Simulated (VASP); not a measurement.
# C (R-3m) in VASP: a series of runs

C is run at these levels: PBEsol; tasks: single point.

Program: VASP 6.6.1. These are calculated values, not measurements. Logs are shortened: lines on timing, memory, paths and dates and some standing lists are left out, and cuts for length are marked.

**1. The cell of the first run**

Symmetry: R-3m, No. 166, trigonal system. Conventional cell: a = 2.472 Å, b = 2.472 Å, c = 10.108 Å, α = 90.00°, β = 90.00°, γ = 120.00°. C (site symmetry 3m) has 3 C at 1.43 Å within 1.9 Å.

**2. Single point, PBEsol**

INCAR

```
SYSTEM = C
  ALGO = Normal
  EDIFF = 1E-6
  ENCUT = 520
  GGA = PS
  ISIF = 2
  ISMEAR = -1
  LASPH = .TRUE.
  LCHARG = .FALSE.
  LREAL = .FALSE.
  LWAVE = .FALSE.
  NBANDS = 11
  NELM = 100
  PREC = Accurate
  SIGMA = 0.15
```

KPOINTS

```
k-points
0
G
  14 14 14
  0 0 0
```

POSCAR

```
C
1.0
    1.2361618794      0.7136985209      3.3691772817
   -1.2361618794      0.7136985209      3.3691772817
    0.0000000000     -1.4273960353      3.3691772817
C
2
Direct
    0.8360000000      0.8360000000      0.8360000000
    0.1640000000      0.1640000000      0.1640000000
```

Potentials or basis: VASP PAW PBE potentials, release 64 (C).

Run with:

```sh
cat potpaw_PBE.64/C/POTCAR > POTCAR
mpirun -np 1 vasp_std > vasp.out
```

OUTCAR:

```text
SYSTEM = C
   EDIFF = 1E-6
   ENCUT = 520
   GGA = PS
   ISIF = 2
   ISMEAR = -1
   LASPH = .TRUE.
   LREAL = .FALSE.
   NELM = 100
   PREC = Accurate

 ion  position               nearest neighbor table
   1  0.836  0.836  0.836-   2 1.43   2 1.43   2 1.43
   2  0.164  0.164  0.164-   1 1.43   1 1.43   1 1.43

  LATTYP: Found a trigonal (rhomboedric) cell.
 ALAT       =     3.6590732879
 COS(alpha) =     0.7717354483

  Lattice vectors:

 A1 = (   1.2361618794,   0.7136985209,   3.3691772817)
 A2 = (  -1.2361618794,   0.7136985209,   3.3691772817)
 A3 = (   0.0000000000,  -1.4273960353,   3.3691772817)

Analysis of symmetry for initial positions (statically):
=====================================================================
 Subroutine PRICEL returns:
 Original cell was already a primitive cell.

 Routine SETGRP: Setting up the symmetry group for a
 trigonal (rhombohedral) supercell.

 Subroutine GETGRP returns: Found 12 space group operations
 (whereof 12 operations were pure point group operations)
 out of a pool of 12 trial point group operations.

The static configuration has the point symmetry D_3d.

Analysis of symmetry for dynamics (positions and initial velocities):
=====================================================================
 Subroutine PRICEL returns:
 Original cell was already a primitive cell.

 Routine SETGRP: Setting up the symmetry group for a
 trigonal (rhombohedral) supercell.

 Subroutine GETGRP returns: Found 12 space group operations
 (whereof 12 operations were pure point group operations)
 out of a pool of 12 trial point group operations.

The dynamic configuration has the point symmetry D_3d.

 Subroutine INISYM returns: Found 12 space group operations
 (whereof 12 operations are pure point group operations),
 and found     1 'primitive' translations

----------------------------------------------------------------------------------------

                                     Primitive cell

  volume of cell :      17.8347

  direct lattice vectors                    reciprocal lattice vectors
     1.236161879  0.713698521  3.369177282     0.404477770  0.233525417  0.098936098
    -1.236161879  0.713698521  3.369177282    -0.404477770  0.233525417  0.098936098
     0.000000000 -1.427396035  3.369177282     0.000000000 -0.467050835  0.098936168

  length of vectors
     3.659073288  3.659073288  3.659072970     0.477414640  0.477414640  0.477414754

  position of ions in fractional coordinates (direct lattice)
     0.836000000  0.836000000  0.836000000
     0.164000000  0.164000000  0.164000000

  ion indices of the primitive-cell ions
   primitive index   ion index
                 1           1
                 2           2

----------------------------------------------------------------------------------------

 KPOINTS: k-points

Automatic generation of k-mesh.
 Grid dimensions read from file:
 generate k-points for:   14   14   14

 Generating k-lattice:

  Cartesian coordinates                     Fractional coordinates (reciprocal lattice)
     0.028891269  0.016680387  0.007066864     0.071428571  0.000000000 -0.000000000
    -0.028891269  0.016680387  0.007066864     0.000000000  0.071428571 -0.000000000
     0.000000000 -0.033360774  0.007066869    -0.000000000 -0.000000000  0.071428571

  Length of vectors
     0.034101046  0.034101046  0.034101054

  Shift w.r.t. Gamma in fractional coordinates (k-lattice)
     0.000000000  0.000000000  0.000000000

 Subroutine IBZKPT returns following result:
 ===========================================

 Found    288 irreducible k-points:

 Following reciprocal coordinates:
            Coordinates               Weight
  0.000000  0.000000  0.000000      1.000000
  0.071429 -0.000000  0.000000      6.000000
  0.142857 -0.000000  0.000000      6.000000
  0.214286 -0.000000 -0.000000      6.000000
  0.285714 -0.000000  0.000000      6.000000
  0.357143  0.000000  0.000000      6.000000
[... 16 lines left out ...]
  0.214286  0.142857  0.000000     12.000000
  0.285714  0.142857 -0.000000     12.000000
 [... further k-points ...]
   k-points           NKPTS =    288   k-points in BZ     NKDIM =    288   number of bands    NBANDS=     11
   number of dos      NEDOS =    301   number of ions     NIONS =      2
   total plane-waves  NPLWV =  21952
   dimension x,y,z NGX =    28 NGY =   28 NGZ =   28
   dimension x,y,z NGXF=    56 NGYF=   56 NGZF=   56
   ions per type =               2
   NGX,Y,Z   is equivalent  to a cutoff of  12.72, 12.72, 12.72 a.u.
   NGXF,Y,Z  is equivalent  to a cutoff of  25.44, 25.44, 25.44 a.u.
 SYSTEM =  C
   PREC   = accura    normal or accurate (medium, high low for compatibility)
   ISTART =      0    job   : 0-new  1-cont  2-samecut
   ICHARG =      2    charge: 1-file 2-atom 10-const
   ISPIN  =      1    spin polarized calculation?
   LNONCOLLINEAR =      F non collinear calculations
   LSORBIT =      F    spin-orbit coupling
   LASPH  =      T    aspherical Exc in radial PAW
   ENCUT  =  520.0 eV  38.22 Ry    6.18 a.u.   6.80  6.80  6.80*2*pi/ulx,y,z
   NELM   =    100;   NELMIN=  2; NELMDL= -5     # of ELM steps
   EDIFF  = 0.1E-05   stopping-criterion for ELM
   LREAL  =      F    real-space projection
   EDIFFG = 0.1E-04   stopping-criterion for IOM
   NSW    =      0    number of steps for IOM
   IBRION =     -1    ionic relax: 0-MD 1-quasi-New 2-CG
   NFREE  =      0    steps in history (QN), initial steepest desc. (CG)
   ISIF   =      2    stress and relaxation
   ISYM   =      2    0-nonsym 1-usesym 2-fastsym
   POTIM  = 0.5000    time-step for ionic-motion
   TEBEG  =    0.0;   TEEND  =   0.0 temperature during run
   PSTRESS=    0.0 pullay stress
   NELECT =       8.0000    total number of electrons
   NUPDOWN=      -1.0000    fix difference up-down
   EMIN   =  10.00;   EMAX   =-10.00  energy-range for DOS
   EFERMI =   0.00;   METHOD = LEGACY
   ISMEAR =    -1;   SIGMA  =   0.15  broadening in eV -4-tet -1-fermi 0-gaus
   EFERMI_NEDOS =   21; number of points for ismear=-14 and -15
   IALGO  =     38    algorithm
   IMIX   =      4    mixing-type and parameters
     AMIX     =   0.40;   BMIX     =  1.00
     AMIX_MAG =   1.60;   BMIX_MAG =  1.00
  volume/ion in A,a.u.               =       8.92        60.18
  Fermi-wavevector in a.u.,A,eV,Ry     =   1.253189  2.368183 21.367704  1.570482
  Thomas-Fermi vector in A             =   2.387053
   LORBIT       =      0    0 simple, 1 ext, 2 COOP (PROOUT), +10 PAW based schemes
   GGA     = PS    functional components
   LHFCALC =     F    Hartree Fock is set to
   AEXX    =    0.0000 exact exchange contribution
   IVDW    =     0    specifies the selected vdW correction
   LEPSILON=     F    determine dielectric tensor
   LRPA    =     F    only Hartree local field effects (RPA)
 non-spin polarized calculation
  energy-cutoff  :      520.00
  volume of cell :       17.83
 maximum number of plane-waves:       493
   NGX = 13   NGY = 13   NGZ = 13

 number of electron       8.0000000 magnetization

 Free energy of the ion-electron system (eV)
  ---------------------------------------------------
  ext. energy  EPLUGINS =         0.00000000
  ---------------------------------------------------
  free energy    TOTEN  =       -19.26067119 eV

  energy without entropy =      -19.25859460  energy(sigma->0) =      -19.25963289

 E-fermi :   4.5519     XC(G=0): -10.5041

 val. band max:        4.2917925982   @ k =  -0.1429   0.5000   0.1429
 cond. band min:       4.8430906140   @ k =  -0.1429   0.5000   0.1429
 fundamental gap:      0.5512980158
 Fermi energy:         4.5519161561

 k-point     1 :       0.0000    0.0000    0.0000
  band No.  band energies     occupation
      1     -15.0272      2.00000
      2      -1.9981      2.00000
      3       1.5681      2.00000
      4       1.5681      2.00000
      5       8.4893      0.00000
      6      12.7920      0.00000
      7      12.7920      0.00000
      8      15.8231      0.00000
      9      17.0595      0.00000
     10      26.8153      0.00000
     11      29.8889      0.00000

 k-point     2 :       0.0714   -0.0000    0.0000
  band No.  band energies     occupation
      1     -14.9043      2.00000
      2      -1.8747      2.00000
      3       1.0849      2.00000
      4       1.3163      2.00000
      5       8.6603      0.00000
      6      12.8498      0.00000
      7      13.3029      0.00000
      8      15.4082      0.00000
      9      17.2776      0.00000
     10      27.2123      0.00000
     11      28.9309      0.00000

 k-point     3 :       0.1429   -0.0000    0.0000
  band No.  band energies     occupation
      1     -14.5368      2.00000
      2      -1.5076      2.00000
      3      -0.1798      2.00000
      4       0.6922      2.00000
      5       9.1661      0.00000
      6      12.8566      0.00000
      7      14.2924      0.00000
      8      14.6931      0.00000
      9      17.9706      0.00000
     10      26.7256      0.00000
     11      28.2373      0.00000

 k-point     4 :       0.2143   -0.0000   -0.0000
  band No.  band energies     occupation
      1     -13.9282      2.00000
      2      -1.8980      2.00000
      3      -0.8870      2.00000
      4      -0.0624      2.00000
      5       9.9477      0.00000
      6      12.5357      0.00000
      7      12.9210      0.00000
      8      16.6811      0.00000
      9      19.0184      0.00000
     10      24.7059      0.00000
     11      27.2445      0.00000
[... 239 lines left out ...]
 k-point    22 :       0.1429    0.1429    0.0000
  band No.  band energies     occupation
      1     -14.5189      2.00000
      2      -1.6619      2.00000
      3      -0.1635      2.00000
      4       0.6777      2.00000
      5       9.4913      0.00000
      6      12.8185      0.00000
      7      14.2442      0.00000
      8      14.6956      0.00000
      9      18.0064      0.00000
     10      26.3453      0.00000
     11      28.2473      0.00000

 k-point    23 :       0.2143    0.1429    0.0000
  band No.  band energies     occupation
      1     -14.1453      2.00000
      2      -1.3771      2.00000
      3      -1.0622      2.00000
      4      -0.0073      2.00000
      5      10.1277      0.00000
      6      12.9811      0.00000
      7      13.4221      0.00000
      8      15.3289      0.00000
      9      18.9186      0.00000
     10      24.6297      0.00000
     11      28.8888      0.00000

 k-point    24 :       0.2857    0.1429   -0.0000
  band No.  band energies     occupation
      1     -13.5335      2.00000
      2      -2.2712      2.00000
      3      -1.0736      2.00000
      4      -0.7939      2.00000
      5      10.8723      0.00000
      6      12.0560      0.00000
      7      14.0411      0.00000
      8      15.6588      0.00000
      9      20.3677      0.00000
     10      22.7544      0.00000
     11      28.4286      0.00000

 [... further k-points ...]

------------------------ aborting loop because EDIFF is reached ----------------------------------------

  FORCE on cell =-STRESS in cart. coord.  units (eV):
  Direction    XX          YY          ZZ          XY          YZ          ZX
  --------------------------------------------------------------------------------------
  -------------------------------------------------------------------------------------
  Total       -0.6439555     -0.6439551      0.0708780      0.0000000      0.0000000     -0.0000000
  in kB      -57.8497366    -57.8497028      6.3673265      0.0000000      0.0000006     -0.0000000
  external PRESSURE =     -36.4440377 kB  Pullay stress =       0.0000000 kB

 VOLUME and BASIS-vectors are now :
 -----------------------------------------------------------------------------
  energy-cutoff  :      520.00
  volume of cell :       17.83
      direct lattice vectors                 reciprocal lattice vectors
     1.236161879  0.713698521  3.369177282     0.404477770  0.233525417  0.098936098
    -1.236161879  0.713698521  3.369177282    -0.404477770  0.233525417  0.098936098
     0.000000000 -1.427396035  3.369177282     0.000000000 -0.467050835  0.098936168

 POSITION                                       TOTAL-FORCE (eV/Angst)
 -----------------------------------------------------------------------------------
      0.00000      0.00000      8.44990         0.000000     -0.000000     -0.877851
      0.00000      0.00000      1.65764         0.000000      0.000000      0.877851
 -----------------------------------------------------------------------------------
    total drift:                                0.000000     -0.000000      0.000000

  FREE ENERGIE OF THE ION-ELECTRON SYSTEM (eV)
  ---------------------------------------------------
  free  energy   TOTEN  =       -19.2606711854 eV

  energy  without entropy=      -19.2585946004  energy(sigma->0) =      -19.25963289
```

Wall time 1.7 min (1 thread of Intel Xeon 8259CL, shared host); peak memory 0.18 GiB.

What came out:

* Free energy: -19.2607 eV
* Pressure: -3.6 GPa
* Largest force: 0.878 eV/Å

Forces on the atoms (eV/Å):
```
C    0.000  0.000 -0.878
C    0.000  0.000  0.878
```

Caveat: the cell stands under tension; this functional lacks dispersion, which binds the layers, so the pressure and a relaxed spacing across them are unreliable; the PAW data sets were made with another functional, which shifts forces and pressure a little.

(Part 1 of 2 ends here.)
